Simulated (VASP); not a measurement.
**Pt: single point with PBEsol**

Pt:

```xyz
1
Lattice="-1.5347 1.5347 1.6881 1.5347 -1.5347 1.6881 1.5347 1.5347 -1.6881" Properties=species:S:1:pos:R:3 pbc="T T T"
Pt    0.0000    0.0000    0.0000
```

This cell differs from its parent crystal: ratio of the length along z to the lengths across it x 1.1, volume and fractional coordinates fixed.

- Program: VASP 6.6.1
- Task: single point
- Functional: PBEsol
- Potentials or basis: VASP PAW PBE potentials, release 64 (Pt)
- Cutoff: 520 eV
- k mesh: 24 × 24 × 24
- Occupations: gaussian, width 0.15 eV
- Spin: no spin polarisation
- Dipole correction: no
- Further INCAR settings: ALGO = Fast; EDIFF = 1e-07; NBANDS = 11

```yaml
Pressure: -11.8 GPa
Band_gap_on_the_k_mesh: zero (bands 5 and 6 overlap by 2.03 eV)
```

Stress tensor (GPa, compression positive):
```
-13.70   0.00   0.00
  0.00 -13.70   0.00
  0.00   0.00  -7.87
```

Levels at points of the mesh, in eV from the Fermi level:
```csv
k point,band 2,band 3,band 4,band 5,band 6,band 7,band 8,band 9
"(0.00, 0.00, 0.00)",-3.68,-3.68,-2.93,-1.56,-0.66,16.02,17.68,17.68
"(0.50, 0.00, 0.00)",-4.58,-1.78,-0.56,0.01,0.87,5.92,13.59,16.49
"(0.50, 0.50, 0.00)",-5.40,-0.56,-0.38,0.62,1.07,6.73,12.52,14.26
"(0.50, 0.50, 0.50)",-6.02,0.32,0.57,0.57,5.75,8.53,8.53,12.16
```

Wall time 3.6 min on 1 thread of Intel Xeon 8259CL (shared host), peak memory 0.29 GiB.

Caveat: the stress differs along the axes, from -14 to -8 GPa; the PAW data sets were made with another functional, which shifts forces and pressure a little; spin-orbit coupling is left out, which moves the levels of the heavy elements.
